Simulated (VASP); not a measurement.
# GaMo (F-43m) in VASP: a series of runs, part 3 of 3

VASP 6.6.1.

### Step 4. Relaxation of cell and atoms, PBE

This run uses another cell than the first one, of 14.79 Å³/atom, 0.643 times its volume.

File INCAR:

```
ALGO     = Fast           # electronic algorithm
EDIFF    = 1E-6           # SCF threshold, eV
EDIFFG   = -0.08          # ionic threshold
ENCUT    = 600            # plane-wave cutoff, eV
GGA      = PE             # functional
IBRION   = 2              # ionic algorithm
ISIF     = 3              # what is computed and relaxed
ISMEAR   = 0              # smearing method
LASPH    = T              # aspherical terms in the spheres
LCHARG   = F              # write CHGCAR
LREAL    = F              # projectors in reciprocal space
LWAVE    = F              # write WAVECAR
NELM     = 100            # most SCF steps
NSW      = 36             # ionic steps
PREC     = Accurate       # precision mode
SIGMA    = 0.2            # smearing width, eV
```

File KPOINTS:

```
k-points
0
Gamma
  7 7 7
```

File POSCAR:

```
GaMo
1.0
    0.0000000000      2.4546527600      2.4546527600
    2.4546527600      0.0000000000      2.4546527600
    2.4546527600      2.4546527600      0.0000000000
Ga Mo
1 1
Direct
    0.7500000000      0.7500000000      0.7500000000
    0.0000000000      0.0000000000      0.0000000000
```

Potentials or basis: VASP PAW PBE potentials, release 64 (Ga_d, Mo_sv).

Launch:

```sh
cat potpaw_PBE.64/Ga_d/POTCAR potpaw_PBE.64/Mo_sv/POTCAR > POTCAR
mpirun -np 1 vasp_std > vasp.out
```

OUTCAR:

```text
EDIFF = 1E-6
   EDIFFG = -0.08
   ENCUT = 600
   GGA = PE
   IBRION = 2
   ISIF = 3
   ISMEAR = 0
   LASPH = T
   LREAL = F
   NELM = 100
   NSW = 36
   PREC = Accurate

 ion  position               nearest neighbor table
   1  0.750  0.750  0.750-   2 2.13   2 2.13   2 2.13   2 2.13
   2  0.000  0.000  0.000-   1 2.13   1 2.13   1 2.13   1 2.13

  LATTYP: Found a face centered cubic cell.
 ALAT       =     4.9093055200

  Lattice vectors:

 A1 = (   0.0000000000,   2.4546527600,   2.4546527600)
 A2 = (   2.4546527600,   0.0000000000,   2.4546527600)
 A3 = (   2.4546527600,   2.4546527600,   0.0000000000)

Analysis of symmetry for initial positions (statically):
=====================================================================
 Subroutine PRICEL returns:
 Original cell was already a primitive cell.

 Routine SETGRP: Setting up the symmetry group for a
 face centered cubic supercell.

 Subroutine GETGRP returns: Found 24 space group operations
 (whereof 24 operations were pure point group operations)
 out of a pool of 48 trial point group operations.

The static configuration has the point symmetry T_d .

Analysis of symmetry for dynamics (positions and initial velocities):
=====================================================================
 Subroutine PRICEL returns:
 Original cell was already a primitive cell.

 Routine SETGRP: Setting up the symmetry group for a
 face centered cubic supercell.

 Subroutine GETGRP returns: Found 24 space group operations
 (whereof 24 operations were pure point group operations)
 out of a pool of 48 trial point group operations.

The dynamic configuration has the point symmetry T_d .

 Subroutine INISYM returns: Found 24 space group operations
 (whereof 24 operations are pure point group operations),
[... 122 lines left out ...]
 conjugate gradient relaxation of ions
 non-spin polarized calculation
 RMM-DIIS sequential band-by-band and
 Gauss-broadening in eV      SIGMA  =   0.20
  energy-cutoff  :      600.00
  volume of cell :       29.58
 maximum number of plane-waves:       998
   NGX = 13   NGY = 13   NGZ = 13

--------------------------------------- Ionic step        1  -------------------------------------------

 number of electron      27.0000007 magnetization

 Free energy of the ion-electron system (eV)
  ---------------------------------------------------
  ext. energy  EPLUGINS =         0.00000000
  ---------------------------------------------------
  free energy    TOTEN  =        -7.03458961 eV

  energy without entropy =       -6.97990003  energy(sigma->0) =       -7.00724482

------------------------ aborting loop because EDIFF is reached ----------------------------------------

  FORCE on cell =-STRESS in cart. coord.  units (eV):
  Direction    XX          YY          ZZ          XY          YZ          ZX
  --------------------------------------------------------------------------------------
  -------------------------------------------------------------------------------------
  Total       17.7644837     17.7644837     17.7644837      0.0000000     -0.0000000      0.0000000
  in kB      962.1947496    962.1947496    962.1947496      0.0000000     -0.0000000      0.0000000
  external PRESSURE =     962.1947496 kB  Pullay stress =       0.0000000 kB
[... 455 lines left out ...]
      4     -27.2684      2.00000
      5     -27.0294      2.00000
      6     -22.7277      2.00000
[... 9 lines left out ...]
     16      17.8284      0.00000
     17      36.9536      0.00000

------------------------ aborting loop EDIFF was not reached (unconverged)  ----------------------------

  FORCE on cell =-STRESS in cart. coord.  units (eV):
  Direction    XX          YY          ZZ          XY          YZ          ZX
  --------------------------------------------------------------------------------------
  -------------------------------------------------------------------------------------
  Total       13.5262802     13.5262802     13.5262802      0.0000000      0.0000000      0.0000000
  in kB      453.3405064    453.3405064    453.3405064      0.0000000      0.0000000      0.0000000
  external PRESSURE =     453.3405064 kB  Pullay stress =       0.0000000 kB
[... 822 lines left out ...]
      4     -30.7801      2.00000
      5      -9.9159      2.00000
      6      -9.9047      2.00000
[... 9 lines left out ...]
     16       5.4868      0.00000
     17      15.0756      0.00000

[... ionic steps 4 to 8 ...]

--------------------------------------- Ionic step        9  -------------------------------------------

 number of electron      27.0000020 magnetization

------------------------ aborting loop because EDIFF is reached ----------------------------------------
[... 67 lines left out ...]
--------------------------------------- Ionic step       11  -------------------------------------------

 number of electron      27.0000007 magnetization

 Free energy of the ion-electron system (eV)
  ---------------------------------------------------
  ext. energy  EPLUGINS =         0.00000000
  ---------------------------------------------------
  free energy    TOTEN  =       -10.40652996 eV

  energy without entropy =      -10.32058198  energy(sigma->0) =      -10.36355597

 E-fermi :   4.8024     XC(G=0): -10.3194

 val. band max:        4.7827745720   @ k =  -0.4286   0.4286   0.1429
 cond. band min:       4.8047757856   @ k =  -0.2857   0.2857   0.0000
 fundamental gap:      0.0220012136
 Fermi energy:         4.8023881749
[... 427 lines left out ...]
  FREE ENERGIE OF THE ION-ELECTRON SYSTEM (eV)
  ---------------------------------------------------
  free  energy   TOTEN  =       -10.4065299599 eV

  energy  without entropy=      -10.3205819799  energy(sigma->0) =      -10.36355597

 reached required accuracy - stopping structural energy minimisation
```

CONTCAR:

```text
GaMo
   1.00000000000000
     0.0000000000000000    2.8547268199011233    2.8547268199011233
     2.8547268199011233    0.0000000000000000    2.8547268199011233
     2.8547268199011233    2.8547268199011233    0.0000000000000000
  Ga              Mo
     1     1
Direct
     0.7500000000000000    0.7500000000000000    0.7500000000000000
     0.0000000000000000    0.0000000000000000    0.0000000000000000

  0.00000000E+00  0.00000000E+00  0.00000000E+00
  0.00000000E+00  0.00000000E+00  0.00000000E+00
```

It took 6 min on 1 thread of AMD EPYC 9R45 (Zen 5), shared host; peak memory 0.14 GiB.

Results:

| Quantity | Value |
| --- | --- |
| Free energy | -10.4065 eV |
| Relaxed volume | 23.26 Å³/atom |
| Relaxed cell | a = 4.037 Å, b = 4.037 Å, c = 4.037 Å, α = 60.00°, β = 60.00°, γ = 60.00° |
| Space group after relaxing (to 0.05 Å) | F-43m (No. 216) |
| Energy gained by relaxing | 1686.0 meV/atom |
| Ionic steps | 11 |
| Pressure after relaxing | 0.0 GPa |

Step by step:
```
step  energy change (eV)  largest force (eV/Å)  pressure (GPa)  volume (Å³)
   1              0.0000                0.0000           96.22        29.58
   2             -0.2910                0.0000          -11.36        86.23
   3            748.2780                0.0000           45.33        47.80
   4             -1.6995                0.0000          -12.71        72.64
   5             -2.8060                0.0000          -10.91        59.36
   6             -3.1787                0.0000           -7.99        53.37
   7             -3.2988                0.0000           -5.43        50.54
   8             -3.3389                0.0000           -3.84        49.16
   9             -3.3533                0.0000           -2.95        48.48
  10             -3.3688                0.0000            1.36        45.77
  11             -3.3719                0.0000           -0.03        46.53
```

Final structure:
```
Ga Mo
1.0
     0.00000    2.85473    2.85473
     2.85473    0.00000    2.85473
     2.85473    2.85473    0.00000
Ga Mo
1 1
Direct
  0.75000 0.75000 0.75000
  0.00000 0.00000 0.00000
```

Caveat: the volume moved by over 15 % at a fixed basis, so the end points are rough.

### Step 5. Overview

```csv
task,cell,k mesh,cutoff (eV),gap on the mesh (eV),pressure (GPa),relaxed volume (Å³/atom)
single point,"a = 4.022 Å, angles 60.0°, 2 atoms",7 × 7 × 7,520,none,1.0,-
relaxation of cell and atoms,"relaxed from a = 3.711 Å, angles 60.0°, 2 atoms",6 × 6 × 6,600,none,-0.1,23.32
relaxation of cell and atoms,"relaxed from a = 3.471 Å, angles 60.0°, 2 atoms",7 × 7 × 7,600,none,0.0,23.26
```

Alike in all rows: level PBE; potentials or basis VASP PAW PBE potentials, release 64 (Ga_d, Mo_sv); no spin polarisation; smearing gaussian 0.2 eV.

Caveats: the volume moved by over 15 % at a fixed basis, so the end points are rough (some runs).

Absolute energies hang on the potentials; compare differences alone.
